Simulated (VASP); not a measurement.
Write the native input for VASP 6.6.1 that does the following.

- Task: single point
- Functional: r2SCAN
- Potentials or basis: VASP PAW PBE potentials, release 64 (W_sv, S)
- Cutoff: 520 eV
- k mesh: 7 × 7 × 2
- Occupations: gaussian, width 0.05 eV
- Spin: collinear spin, zero start
- Starting moments: [0.0, 0.0, 0.0, 0.0, 0.0, 0.0] μB
- Hubbard terms: W d U = 2.0 eV
- Dipole correction: no
- Further INCAR settings: ALGO = Normal; EDIFF = 1e-07; NBANDS = 39

WS2:

```
W S
1.0
     3.18000    0.00000    0.00000
    -1.59000    2.75396    0.00000
     0.00000    0.00000   12.50000
W S
2 4
Direct
  0.33333 0.66667 0.25000
  0.66667 0.33333 0.75000
  0.33333 0.66667 0.62000
  0.66667 0.33333 0.12000
  0.33333 0.66667 0.88000
  0.66667 0.33333 0.38000
```

These files were run (other wordings do the same):

POSCAR

```
WS2
1.0
    3.1799994900      0.0000000000      0.0000000000
   -1.5899997400      2.7539603400      0.0000000000
    0.0000000000      0.0000000000     12.4999993200
W S
2 4
Direct
    0.3333333333      0.6666666667      0.2500000000
    0.6666666667      0.3333333333      0.7500000000
    0.3333333333      0.6666666667      0.6200000000
    0.6666666667      0.3333333333      0.1200000000
    0.3333333333      0.6666666667      0.8800000000
    0.6666666667      0.3333333333      0.3800000000
```

INCAR.step1

```
PREC     = Accurate       # precision mode
ENCUT    = 520            # plane-wave cutoff, eV
ISMEAR   = 0              # smearing method
SIGMA    = 0.05           # smearing width, eV
LREAL    = F              # projectors in reciprocal space
LASPH    = T              # aspherical terms in the spheres
NELM     = 150            # most SCF steps
ISPIN    = 2              # spin polarisation
MAGMOM   = 0 0 0 0 0 0    # initial moments
LMAXMIX  = 4              # l up to which the mixer works
LDAU     = T              # DFT+U
LDAUTYPE = 2            
LDAUL    = 2 -1           # shell
LDAUU    = 2 0            # U, eV
LDAUJ    = 0 0          
NBANDS   = 39             # bands
GGA      = PE             # functional
ALGO     = Normal         # electronic algorithm
EDIFF    = 1E-4           # SCF threshold, eV
LWAVE    = T              # write WAVECAR
LCHARG   = F              # write CHGCAR
```

INCAR.step2

```
PREC     = Accurate       # precision mode
ENCUT    = 520            # plane-wave cutoff, eV
EDIFF    = 1E-7           # SCF threshold, eV
ISMEAR   = 0              # smearing method
SIGMA    = 0.05           # smearing width, eV
LREAL    = F              # projectors in reciprocal space
LASPH    = T              # aspherical terms in the spheres
NELM     = 150            # most SCF steps
ALGO     = Normal         # electronic algorithm
ISIF     = 2              # what is computed and relaxed
LWAVE    = F              # write WAVECAR
LCHARG   = F              # write CHGCAR
ISPIN    = 2              # spin polarisation
MAGMOM   = 0 0 0 0 0 0    # initial moments
LORBIT   = 11             # projections on sites
LMAXMIX  = 4              # l up to which the mixer works
LDAU     = T              # DFT+U
LDAUTYPE = 2            
LDAUL    = 2 -1           # shell
LDAUU    = 2 0            # U, eV
LDAUJ    = 0 0          
LDAUPRINT= 1            
METAGGA  = R2SCAN         # meta-GGA
LMIXTAU  = T            
NBANDS   = 39             # bands
ISTART   = 1
```

KPOINTS

```
Automatic mesh
0
Gamma
  7 7 2
```

Potentials or basis: VASP PAW PBE potentials, release 64 (W_sv, S).

Command:

```console
$ cat potpaw_PBE.64/W_sv/POTCAR potpaw_PBE.64/S/POTCAR > POTCAR
$ cp INCAR.step1 INCAR
$ mpirun -np 1 vasp_std > vasp.out
$ cp INCAR.step2 INCAR
$ mpirun -np 1 vasp_std > vasp.out
```

It gave:

```
Pressure                                              : -4.1 GPa
Largest force                                         : 1.156 eV/Å
Band gap on the k mesh                                : 1.21 eV (least direct gap 2.40 eV)
Net moment                                            : 0.00 μB per cell
Valence electrons inside the program's atomic spheres : W 11.85; S 3.72
```

Caveat: the stress differs along the axes, from -9 to -2 GPa; the PAW data sets were made with another functional, which shifts forces and pressure a little; spin-orbit coupling is left out, which moves the levels of the heavy elements.

Run time: 11 min on 1 thread of Oxide Virtual Turin-like Processor, with other jobs on the host, peak memory 0.3 GiB.
